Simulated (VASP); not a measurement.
Write the native input for VASP 6.6.1 that does the following.

* Task: single point
* Functional: PBE
* Potentials or basis: VASP PAW PBE potentials, release 64 (Os)
* Cutoff: 520 eV
* k mesh: 13 × 13 × 7
* Occupations: gaussian, width 0.03 eV
* Spin: no spin polarisation
* Dipole correction: no
* Further INCAR settings: ALGO = Normal; EDIFF = 1e-07; NBANDS = 15

The structure of Os lies in POSCAR:

```
Os
1.0
    2.7559294133      0.0000000000      0.0000000000
   -1.3779647066      2.3867048830      0.0000000000
    0.0000000000      0.0000000000      4.3426533301
Os
2
Direct
    0.3333333333      0.6666666667      0.2500000000
    0.6666666667      0.3333333333      0.7500000000
```

These files were run (other wordings do the same):

INCAR

```
SYSTEM = Os
PREC = Accurate
ENCUT = 520
EDIFF = 1E-7
ISMEAR = 0
SIGMA = 0.03
LREAL = .False.
LASPH = .True.
NELM = 100
ALGO = Normal
ISIF = 2
LWAVE = .False.
LCHARG = .False.
GGA = PE
NBANDS = 15
```

KPOINTS

```
Automatic mesh
0
Gamma
  13 13 7
  0 0 0
```

Potentials or basis: VASP PAW PBE potentials, release 64 (Os).

Run with:

```console
$ cat potpaw_PBE.64/Os/POTCAR > POTCAR
$ mpirun -np 1 vasp_std > vasp.out
```

Results of the run:

```
Pressure               : -0.4 GPa
Band gap on the k mesh : zero (bands 8 and 9 overlap by 3.69 eV)
```

Caveat: spin-orbit coupling is left out, which moves the levels of the heavy elements.

Wall time 35 s on 1 thread of Intel Xeon 8259CL, on a shared host, peak memory 0.16 GiB.
